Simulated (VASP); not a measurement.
A run of VASP 6.6.1 is set up as follows.

Contents of INCAR:

```
SYSTEM = Si3N4
PREC = Accurate
ENCUT = 520
EDIFF = 1E-6
ISMEAR = 0
SIGMA = 0.02
LREAL = .FALSE.
LASPH = .TRUE.
NELM = 60
ALGO = Normal
ISIF = 2
LWAVE = .FALSE.
LCHARG = .TRUE.
GGA = PE
LELF = .TRUE.
LVHAR = .TRUE.
NBANDS = 45
```

Contents of KPOINTS:

```
regular mesh
0
G
  6 6 6
  0 0 0
```

Contents of POSCAR:

```
Si3N4
1.0
    0.0000000000      3.8946186227      3.8946186227
    3.8946186227      0.0000000000      3.8946186227
    3.8946186227      3.8946186227      0.0000000000
Si N
6 8
Direct
    0.1250000000      0.1250000000      0.6250000000
    0.1250000000      0.6250000000      0.1250000000
    0.6250000000      0.1250000000      0.1250000000
    0.1250000000      0.1250000000      0.1250000000
    0.7500000000      0.7500000000      0.7500000000
    0.5000000000      0.5000000000      0.5000000000
    0.3675422916      0.3675422916      0.3675422916
    0.3526268749      0.8824577084      0.8824577084
    0.8824577084      0.8824577084      0.3526268749
    0.8824577084      0.3526268749      0.8824577084
    0.3675422916      0.3675422916      0.8973731251
    0.3675422916      0.8973731251      0.3675422916
    0.8824577084      0.8824577084      0.8824577084
    0.8973731251      0.3675422916      0.3675422916
```

Potentials or basis: VASP PAW PBE potentials, release 64 (Si, N).

Launch:

```sh
$ cat potpaw_PBE.64/Si/POTCAR potpaw_PBE.64/N/POTCAR > POTCAR
$ mpirun -np 1 vasp_std > vasp.out
```

(1) What does it give for the band gap on the k mesh?

(2) Estimate the largest force.

(3) What does it give for the pressure?

## Answers

(1) 3.33 eV, indirect (least direct gap 3.37 eV).

(2) 0.007 eV/Å.

(3) -0.2 GPa.
